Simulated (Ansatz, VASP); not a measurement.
**Two plane-wave programs on Te2Mo**

```
CELL_PARAMETERS angstrom
6.24445 0.00000 0.00000
0.00000 3.42212 0.00000
-0.93400 0.00000 13.64074
ATOMIC_POSITIONS crystal
Te 0.94370 0.75000 0.60450
Te 0.05630 0.25000 0.39550
Te 0.90300 0.25000 0.85140
Te 0.09700 0.75000 0.14860
Te 0.41120 0.75000 0.89550
Te 0.58880 0.25000 0.10450
Te 0.44320 0.25000 0.64840
Te 0.55680 0.75000 0.35160
Mo 0.81670 0.75000 0.99260
Mo 0.18330 0.25000 0.00740
Mo 0.68190 0.25000 0.49340
Mo 0.31810 0.75000 0.50660
```

Alike in both runs: task single point; functional BLYP; k mesh 4 × 8 × 2; occupations fermi-dirac, width 0.05 eV; no spin polarisation.

|  | VASP | Ansatz |
| --- | --- | --- |
| version | VASP 6.6.1 | Ansatz 0.2.0 |
| potentials or method | VASP PAW PBE potentials, release 64 (Te, Mo_sv) | Ansatz PAW |
| plane-wave cutoff (eV) | 520 | 420 |
| valence electrons in the cell | 104 | 184 |

Ansatz gave:

| Property | Result |
| --- | --- |
| gap on the k mesh at the Fermi level (eV) | none |
| pressure (GPa) | 13.7 |
| traceless stress, the component that is largest in VASP (GPa) | -0.65 |
| rms of the force components (eV/Å) | 0.463 |

Question: Estimate VASP's values.

Answer: gap on the k mesh at the Fermi level (eV): none; pressure (GPa): 14.1; traceless stress, the component that is largest in VASP (GPa): -0.66; rms of the force components (eV/Å): 0.489.

VASP's potentials were made for PBE, not for BLYP. Atom by atom the forces differ by 0.028 eV/Å (rms over components). A gap of «none» marks a metal or a gap that the smearing closes. With one functional, cell and mesh, what is left measures potentials, basis and numerics. VASP's potentials hold 104 valence electrons a cell and Ansatz's 184, so a difference there can come from the potentials and not from the codes.

Neither program's run includes spin-orbit coupling.
